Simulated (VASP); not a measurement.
# MoSe2 (P6_3/mmc) in VASP: a series of runs

MoSe2 is run at these levels: PBE+D3(BJ); tasks: relaxation of shape and atoms at fixed volume.

Program: VASP 6.6.1. These are calculated values, not measurements. Logs are shortened: lines on timing, memory, paths and dates and some standing lists are left out, and cuts for length are marked.

**1. The cell of the first run**

Symmetry: P6_3/mmc, No. 194, hexagonal system. The conventional cell has a = 3.299 Å, b = 3.299 Å, c = 12.818 Å, α = 90.00°, β = 90.00°, γ = 120.00°. Within 3.4 Å of Mo (site symmetry -6m2) lie 6 Se at 2.54 Å and 6 Mo at 3.30 Å. Se (site symmetry 3m) has 3 Mo at 2.54 Å and 7 Se at 3.30 to 3.37 Å within 3.4 Å.

**2. Relaxation of shape and atoms at fixed volume, PBE+D3(BJ) (20.13 Å³/atom)**

File INCAR:

```
  ALGO = Normal
  EDIFF = 1E-7
  EDIFFG = -0.01
  ENCUT = 500
  GGA = PE
  GGA_COMPAT = False
  IBRION = 2
  ISIF = 4
  ISMEAR = 0
  IVDW = 12
  LASPH = True
  LCHARG = False
  LREAL = False
  LWAVE = False
  NELM = 120
  NELMIN = 4
  NSW = 60
  PREC = Accurate
  SIGMA = 0.05
```

File KPOINTS:

```
k-points
0
Gamma
  10 10 4
```

File POSCAR:

```
MoSe2
1.0
    3.2986051715      0.0000000000      0.0000000000
   -1.6493025857      2.8566758756      0.0000000000
    0.0000000000      0.0000000000     12.8184476742
Mo Se
2 4
Direct
    0.3333333333      0.6666666667      0.2500000000
    0.6666666667      0.3333333333      0.7500000000
    0.3333333333      0.6666666667      0.6185407763
    0.6666666667      0.3333333333      0.1185407763
    0.3333333333      0.6666666667      0.8814592237
    0.6666666667      0.3333333333      0.3814592237
```

Potentials or basis: VASP PAW PBE potentials, release 64 (Mo_sv, Se).

On the command line:

```bash
cat potpaw_PBE.64/Mo_sv/POTCAR potpaw_PBE.64/Se/POTCAR > POTCAR
mpirun -np 1 vasp_std > vasp.out
```

OUTCAR:

```text
EDIFF = 1E-7
   EDIFFG = -0.01
   ENCUT = 500
   GGA = PE
   IBRION = 2
   ISIF = 4
   ISMEAR = 0
   IVDW = 12
   LASPH = True
   LREAL = False
   NELM = 120
   NELMIN = 4
   NSW = 60
   PREC = Accurate
 IVDW          = 12

 ion  position               nearest neighbor table
   1  0.333  0.667  0.250-   4 2.54   6 2.54   4 2.54   6 2.54   4 2.54   6 2.54
   2  0.667  0.333  0.750-   3 2.54   5 2.54   3 2.54   5 2.54   3 2.54   5 2.54
   3  0.333  0.667  0.619-   2 2.54   2 2.54   2 2.54
   4  0.667  0.333  0.119-   1 2.54   1 2.54   1 2.54
   5  0.333  0.667  0.881-   2 2.54   2 2.54   2 2.54
   6  0.667  0.333  0.381-   1 2.54   1 2.54   1 2.54

  LATTYP: Found a hexagonal cell.
 ALAT       =     3.2986051715
 C/A-ratio  =     3.8860206080

  Lattice vectors:

 A1 = (   3.2986051715,   0.0000000000,   0.0000000000)
 A2 = (  -1.6493025857,   2.8566758756,   0.0000000000)
 A3 = (   0.0000000000,   0.0000000000,  12.8184476742)

Analysis of symmetry for initial positions (statically):
=====================================================================
 Subroutine PRICEL returns:
 Original cell was already a primitive cell.

 Routine SETGRP: Setting up the symmetry group for a
 hexagonal supercell.

 Subroutine GETGRP returns: Found 24 space group operations
 (whereof 12 operations were pure point group operations)
 out of a pool of 24 trial point group operations.

The static configuration has the point symmetry D_3d.
 The point group associated with its full space group is D_6h.

Analysis of symmetry for dynamics (positions and initial velocities):
=====================================================================
 Subroutine PRICEL returns:
 Original cell was already a primitive cell.

 Routine SETGRP: Setting up the symmetry group for a
 hexagonal supercell.

 Subroutine GETGRP returns: Found 24 space group operations
 (whereof 12 operations were pure point group operations)
 out of a pool of 24 trial point group operations.

The dynamic configuration has the point symmetry D_3d.
 The point group associated with its full space group is D_6h.

 Subroutine INISYM returns: Found 24 space group operations
 (whereof 12 operations are pure point group operations),
 and found     1 'primitive' translations

----------------------------------------------------------------------------------------

                                     Primitive cell

  volume of cell :     120.7888

  direct lattice vectors                    reciprocal lattice vectors
     3.298605172  0.000000000  0.000000000     0.303158441  0.175028607  0.000000000
    -1.649302586  2.856675876  0.000000000     0.000000000  0.350057215  0.000000000
     0.000000000  0.000000000 12.818447674     0.000000000  0.000000000  0.078012566

  length of vectors
     3.298605172  3.298605171 12.818447674     0.350057215  0.350057215  0.078012566

  position of ions in fractional coordinates (direct lattice)
     0.333333333  0.666666667  0.250000000
     0.666666667  0.333333333  0.750000000
     0.333333333  0.666666667  0.618540776
     0.666666667  0.333333333  0.118540776
     0.333333333  0.666666667  0.881459224
     0.666666667  0.333333333  0.381459224

  ion indices of the primitive-cell ions
   primitive index   ion index
                 1           1
                 2           2
                 3           3
                 4           4
                 5           5
                 6           6

----------------------------------------------------------------------------------------

 KPOINTS: k-points

Automatic generation of k-mesh.
 Grid dimensions read from file:
 generate k-points for:   10   10    4

 Generating k-lattice:

  Cartesian coordinates                     Fractional coordinates (reciprocal lattice)
     0.030315844  0.017502861  0.000000000     0.100000000 -0.000000000  0.000000000
     0.000000000  0.035005721  0.000000000     0.000000000  0.100000000  0.000000000
     0.000000000  0.000000000  0.019503142     0.000000000  0.000000000  0.250000000

  Length of vectors
     0.035005721  0.035005721  0.019503142

  Shift w.r.t. Gamma in fractional coordinates (k-lattice)
     0.000000000  0.000000000  0.000000000

 Subroutine IBZKPT returns following result:
 ===========================================

 Found     42 irreducible k-points:

 Following reciprocal coordinates:
            Coordinates               Weight
  0.000000  0.000000  0.000000      1.000000
  0.100000  0.000000  0.000000      6.000000
  0.200000  0.000000  0.000000      6.000000
  0.300000 -0.000000  0.000000      6.000000
  0.400000  0.000000  0.000000      6.000000
  0.500000  0.000000  0.000000      3.000000
[... 16 lines left out ...]
  0.300000  0.100000  0.250000     24.000000
  0.400000  0.100000  0.250000     24.000000
 [... further k-points ...]
   k-points           NKPTS =     42   k-points in BZ     NKDIM =     42   number of bands    NBANDS=     31
   number of dos      NEDOS =    301   number of ions     NIONS =      6
   total plane-waves  NPLWV =  55296
   dimension x,y,z NGX =    24 NGY =   24 NGZ =   96
   dimension x,y,z NGXF=    48 NGYF=   48 NGZF=  192
   ions per type =               2   4
   NGX,Y,Z   is equivalent  to a cutoff of  12.10, 12.10, 12.45 a.u.
   NGXF,Y,Z  is equivalent  to a cutoff of  24.19, 24.19, 24.90 a.u.
 SYSTEM =  unknown system
   PREC   = accura    normal or accurate (medium, high low for compatibility)
   ISTART =      0    job   : 0-new  1-cont  2-samecut
   ICHARG =      2    charge: 1-file 2-atom 10-const
   ISPIN  =      1    spin polarized calculation?
   LNONCOLLINEAR =      F non collinear calculations
   LSORBIT =      F    spin-orbit coupling
   LASPH  =      T    aspherical Exc in radial PAW
   ENCUT  =  500.0 eV  36.75 Ry    6.06 a.u.   6.01  6.01 23.37*2*pi/ulx,y,z
   NELM   =    120;   NELMIN=  4; NELMDL= -5     # of ELM steps
   EDIFF  = 0.1E-06   stopping-criterion for ELM
   LREAL  =      F    real-space projection
   EDIFFG = -.1E-01   stopping-criterion for IOM
   NSW    =     60    number of steps for IOM
   IBRION =      2    ionic relax: 0-MD 1-quasi-New 2-CG
   NFREE  =      1    steps in history (QN), initial steepest desc. (CG)
   ISIF   =      4    stress and relaxation
   ISYM   =      2    0-nonsym 1-usesym 2-fastsym
   POTIM  = 0.5000    time-step for ionic-motion
   TEBEG  =    0.0;   TEEND  =   0.0 temperature during run
   PSTRESS=    0.0 pullay stress
   NELECT =      52.0000    total number of electrons
   NUPDOWN=      -1.0000    fix difference up-down
   EMIN   =  10.00;   EMAX   =-10.00  energy-range for DOS
   EFERMI =   0.00;   METHOD = LEGACY
   ISMEAR =     0;   SIGMA  =   0.05  broadening in eV -4-tet -1-fermi 0-gaus
   EFERMI_NEDOS =   21; number of points for ismear=-14 and -15
   IALGO  =     38    algorithm
   IMIX   =      4    mixing-type and parameters
     AMIX     =   0.40;   BMIX     =  1.00
     AMIX_MAG =   1.60;   BMIX_MAG =  1.00
  volume/ion in A,a.u.               =      20.13       135.85
  Fermi-wavevector in a.u.,A,eV,Ry     =   1.236138  2.335963 20.790215  1.528038
  Thomas-Fermi vector in A             =   2.370759
   LORBIT       =      0    0 simple, 1 ext, 2 COOP (PROOUT), +10 PAW based schemes
   GGA     = PE    functional components
   LHFCALC =     F    Hartree Fock is set to
   AEXX    =    0.0000 exact exchange contribution
   IVDW    =    12    specifies the selected vdW correction
   LEPSILON=     F    determine dielectric tensor
   LRPA    =     F    only Hartree local field effects (RPA)
 conjugate gradient relaxation of ions
 non-spin polarized calculation
 Gauss-broadening in eV      SIGMA  =   0.05
  energy-cutoff  :      500.00
  volume of cell :      120.79
 maximum number of plane-waves:      3114
   NGX = 13   NGY = 13   NGZ = 47

--------------------------------------- Ionic step        1  -------------------------------------------

 number of electron      52.0000007 magnetization

 Free energy of the ion-electron system (eV)
  ---------------------------------------------------
  ext. energy  EPLUGINS =         0.00000000
  ---------------------------------------------------
  free energy    TOTEN  =       -39.85187884 eV

  energy without entropy =      -39.85187884  energy(sigma->0) =      -39.85187884

------------------------ aborting loop because EDIFF is reached ----------------------------------------

 Edisp (eV)   -2.81754

 E8    (eV) :    -1.2157

  FORCE on cell =-STRESS in cart. coord.  units (eV):
  Direction    XX          YY          ZZ          XY          YZ          ZX
  --------------------------------------------------------------------------------------
  -------------------------------------------------------------------------------------
  Total      -1.59083    -1.59083    -1.90083    -0.00000    -0.00000     0.00000
  in kB     -21.10128   -21.10128   -25.21309    -0.00000    -0.00000     0.00000
  external pressure =      -22.47 kB  Pullay stress =        0.00 kB
[... 157 lines left out ...]
  energy  without entropy=      -42.6779723367  energy(sigma->0) =      -42.67797234

--------------------------------------- Ionic step        5  -------------------------------------------

 number of electron      52.0000002 magnetization

 Free energy of the ion-electron system (eV)
  ---------------------------------------------------
  ext. energy  EPLUGINS =         0.00000000
  ---------------------------------------------------
  free energy    TOTEN  =       -39.86151062 eV

  energy without entropy =      -39.86151062  energy(sigma->0) =      -39.86151062

 E-fermi :   6.7278     XC(G=0): -10.7112

 val. band max:        6.4593107080   @ k =   0.0000   0.0000   0.0000
 cond. band min:       7.2866470721   @ k =   0.2000   0.2000   0.0000
 fundamental gap:      0.8273363640
 Fermi energy:         6.7278261785

 k-point     1 :       0.0000    0.0000    0.0000
  band No.  band energies     occupation
      1     -54.7183      2.00000
      2     -54.7182      2.00000
      3     -28.8813      2.00000
      4     -28.8812      2.00000
      5     -28.6935      2.00000
      6     -28.6935      2.00000
[... 805 lines left out ...]
     30       8.5759      0.00000
     31       9.2238      0.00000

 [... further k-points ...]

------------------------ aborting loop because EDIFF is reached ----------------------------------------

 Edisp (eV)   -2.81746

 E8    (eV) :    -1.2158

  FORCE on cell =-STRESS in cart. coord.  units (eV):
  Direction    XX          YY          ZZ          XY          YZ          ZX
  --------------------------------------------------------------------------------------
  -------------------------------------------------------------------------------------
  Total      -0.61861    -0.61861    -0.57621    -0.00000    -0.00000     0.00000
  in kB      -8.20546    -8.20546    -7.64302    -0.00000    -0.00000     0.00000
  external pressure =       -8.02 kB  Pullay stress =        0.00 kB
[... 21 lines left out ...]
  FREE ENERGIE OF THE ION-ELECTRON SYSTEM (eV)
  ---------------------------------------------------
  free  energy   TOTEN  =       -42.6789705800 eV

  energy  without entropy=      -42.6789705800  energy(sigma->0) =      -42.67897058

 reached required accuracy - stopping structural energy minimisation
```

Wall time 10 min (1 thread of Intel Xeon 8259CL, shared host); peak memory 0.31 GiB.

Results:

- Free energy: -42.6790 eV
- Energy gained by relaxing: 1.6 meV/atom
- Ionic steps: 5
- Pressure after relaxing: -0.8 GPa
- Band gap on the k mesh: 0.83 eV (least direct gap 1.58 eV)
- Dispersion energy per atom: -0.470 eV

The path:
```
step  energy change (eV)  largest force (eV/Å)  pressure (GPa)  volume (Å³)
   1              0.0000                0.2495           -2.25       120.79
   2             -0.0062                0.0219           -1.28       120.79
   3             -0.0062                0.0253           -1.30       120.79
   4             -0.0086                0.0129           -1.07       120.79
   5             -0.0096                0.0006           -0.80       120.79
```

Final structure:
```
CELL_PARAMETERS angstrom
3.28908 0.00000 0.00000
-1.64454 2.84842 0.00000
0.00000 0.00000 12.89283
ATOMIC_POSITIONS crystal
Mo 0.33333 0.66667 0.25000
Mo 0.66667 0.33333 0.75000
Se 0.33333 0.66667 0.62014
Se 0.66667 0.33333 0.12014
Se 0.33333 0.66667 0.87986
Se 0.66667 0.33333 0.37986
```

**3. Relaxation of shape and atoms at fixed volume, PBE+D3(BJ) (20.53 Å³/atom)**

This run uses another cell than the first one, of 20.53 Å³/atom.

File INCAR:

```
PREC = Accurate ; ENCUT = 500
EDIFF = 1E-7 ; ISMEAR = 0
SIGMA = 0.05 ; LREAL = False
LASPH = True ; NELM = 120
ALGO = Normal ; ISIF = 4
LWAVE = False ; LCHARG = False
GGA = PE ; IVDW = 12
IBRION = 2 ; NSW = 60
EDIFFG = -0.01 ; GGA_COMPAT = False
NELMIN = 4
```

File KPOINTS:

```
regular mesh
0
Gamma
  10 10 4
```

File POSCAR:

```
MoSe2
1.0
    3.3082545202      0.0000000000      0.0000000000
   -1.6541272601      2.8650324567      0.0000000000
    0.0000000000      0.0000000000     12.9936583780
Mo Se
2 4
Direct
    0.3333333333      0.6666666667      0.2500000000
    0.6666666667      0.3333333333      0.7500000000
    0.3333333333      0.6666666667      0.6203896437
    0.6666666667      0.3333333333      0.1203896437
    0.3333333333      0.6666666667      0.8796103563
    0.6666666667      0.3333333333      0.3796103563
```

Potentials or basis: VASP PAW PBE potentials, release 64 (Mo_sv, Se).

On the command line:

```bash
cat potpaw_PBE.64/Mo_sv/POTCAR potpaw_PBE.64/Se/POTCAR > POTCAR
mpirun -np 1 vasp_std > vasp.out
```

OUTCAR:

```text
PREC = Accurate
   ENCUT = 500
   EDIFF = 1E-7
   ISMEAR = 0
   LREAL = False
   LASPH = True
   NELM = 120
   ISIF = 4
   GGA = PE
   IVDW = 12
   IBRION = 2
   NSW = 60
   EDIFFG = -0.01
   NELMIN = 4
 IVDW          = 12

 ion  position               nearest neighbor table
   1  0.333  0.667  0.250-   4 2.55   6 2.55   4 2.55   6 2.55   4 2.55   6 2.55
   2  0.667  0.333  0.750-   3 2.55   5 2.55   3 2.55   5 2.55   3 2.55   5 2.55
   3  0.333  0.667  0.620-   2 2.55   2 2.55   2 2.55
   4  0.667  0.333  0.120-   1 2.55   1 2.55   1 2.55
   5  0.333  0.667  0.880-   2 2.55   2 2.55   2 2.55
   6  0.667  0.333  0.380-   1 2.55   1 2.55   1 2.55

  LATTYP: Found a hexagonal cell.
 ALAT       =     3.3082545202
 C/A-ratio  =     3.9276477365

  Lattice vectors:

[... 188 lines left out ...]

  energy without entropy =      -39.89017204  energy(sigma->0) =      -39.89017204

------------------------ aborting loop because EDIFF is reached ----------------------------------------

 Edisp (eV)   -2.76254

 E8    (eV) :    -1.1923
[... 167 lines left out ...]
--------------------------------------- Ionic step        5  -------------------------------------------

 number of electron      52.0000000 magnetization

 Free energy of the ion-electron system (eV)
  ---------------------------------------------------
  ext. energy  EPLUGINS =         0.00000000
  ---------------------------------------------------
  free energy    TOTEN  =       -39.90002385 eV

  energy without entropy =      -39.90002385  energy(sigma->0) =      -39.90002385

 E-fermi :   6.4878     XC(G=0): -10.5881

 val. band max:        6.1968674927   @ k =   0.0000   0.0000   0.0000
 cond. band min:       7.0964918385   @ k =   0.2000   0.2000   0.0000
 fundamental gap:      0.8996243459
 Fermi energy:         6.4878350181

 k-point     1 :       0.0000    0.0000    0.0000
  band No.  band energies     occupation
      1     -54.9492      2.00000
      2     -54.9492      2.00000
      3     -29.1066      2.00000
      4     -29.1065      2.00000
      5     -28.9266      2.00000
      6     -28.9266      2.00000
[... 805 lines left out ...]
     30       8.3221      0.00000
     31       9.0090      0.00000

 [... further k-points ...]

------------------------ aborting loop because EDIFF is reached ----------------------------------------

 Edisp (eV)   -2.76269

 E8    (eV) :    -1.1925
[... 29 lines left out ...]
  FREE ENERGIE OF THE ION-ELECTRON SYSTEM (eV)
  ---------------------------------------------------
  free  energy   TOTEN  =       -42.6627127765 eV

  energy  without entropy=      -42.6627127765  energy(sigma->0) =      -42.66271278

 reached required accuracy - stopping structural energy minimisation
```

OSZICAR:

```text
N       E                     dE             d eps       ncg     rms          rms(c)
DAV:   1     0.433092619765E+03    0.43309E+03   -0.28488E+04  2940   0.152E+03
DAV:   2    -0.167718046148E+02   -0.44986E+03   -0.43921E+03  3267   0.377E+02
DAV:   3    -0.413998900175E+02   -0.24628E+02   -0.24384E+02  3315   0.754E+01
[... 45 lines left out ...]
DAV:   4    -0.399000542713E+02    0.60814E-03   -0.27373E-03  3129   0.256E-01    0.728E-02
DAV:   5    -0.399000220492E+02    0.32222E-04   -0.27018E-04  3215   0.776E-02    0.155E-02
DAV:   6    -0.399000226390E+02   -0.58981E-06   -0.27626E-05  3178   0.250E-02    0.825E-03
DAV:   7    -0.399000238819E+02   -0.12429E-05   -0.27387E-06  3289   0.865E-03    0.315E-03
DAV:   8    -0.399000238468E+02    0.35072E-07   -0.42156E-07  2655   0.385E-03
   5 F= -.42662713E+02 E0= -.42662713E+02  d E =-.372453E-02
```

CONTCAR:

```text
MoSe2
   1.00000000000000
     3.2978512880739252    0.0000000000000000   -0.0000000000000000
    -1.6489256440369626    2.8560229933947339    0.0000000000000000
     0.0000000000000000   -0.0000000000000000   13.0757659335965482
  Mo              Se
     2     4
Direct
     0.3333333332999970    0.6666666667000030    0.2500000000000000
     0.6666666667000030    0.3333333332999970    0.7500000000000000
     0.3333333332999970    0.6666666667000030    0.6220375094966509
     0.6666666667000030    0.3333333332999970    0.1220375094966509
     0.3333333332999970    0.6666666667000030    0.8779624905033491
     0.6666666667000030    0.3333333332999970    0.3779624905033491

  0.00000000E+00  0.00000000E+00  0.00000000E+00
  0.00000000E+00  0.00000000E+00  0.00000000E+00
  0.00000000E+00  0.00000000E+00  0.00000000E+00
  0.00000000E+00  0.00000000E+00  0.00000000E+00
  0.00000000E+00  0.00000000E+00  0.00000000E+00
  0.00000000E+00  0.00000000E+00  0.00000000E+00
```

Run time: 11 min. Hardware: 1 thread of Intel Xeon 8259CL, shared host; peak memory 0.32 GiB.

What came out:

```
Free energy                : -42.6627 eV
Energy gained by relaxing  : 1.7 meV/atom
Ionic steps                : 5
Pressure after relaxing    : -1.5 GPa
Band gap on the k mesh     : 0.90 eV (least direct gap 1.58 eV)
Dispersion energy per atom : -0.460 eV
```

Stress tensor (GPa, compression positive):
```
-1.49  0.00  0.00
 0.00 -1.49  0.00
 0.00  0.00 -1.40
```

Step by step:
```tsv
step	energy change (eV)	largest force (eV/Å)	pressure (GPa)	volume (Å³)
1	0.0000	0.2489	-2.95	123.16
2	-0.0063	0.0253	-2.01	123.16
3	-0.0063	0.0257	-2.01	123.16
4	-0.0088	0.0137	-1.76	123.16
5	-0.0100	0.0006	-1.46	123.16
```

Final structure:
```
Mo Se
1.0
     3.29785    0.00000    0.00000
    -1.64893    2.85602    0.00000
     0.00000    0.00000   13.07577
Mo Se
2 4
Direct
  0.33333 0.66667 0.25000
  0.66667 0.33333 0.75000
  0.33333 0.66667 0.62204
  0.66667 0.33333 0.12204
  0.33333 0.66667 0.87796
  0.66667 0.33333 0.37796
```

[end of part 1 of 2]
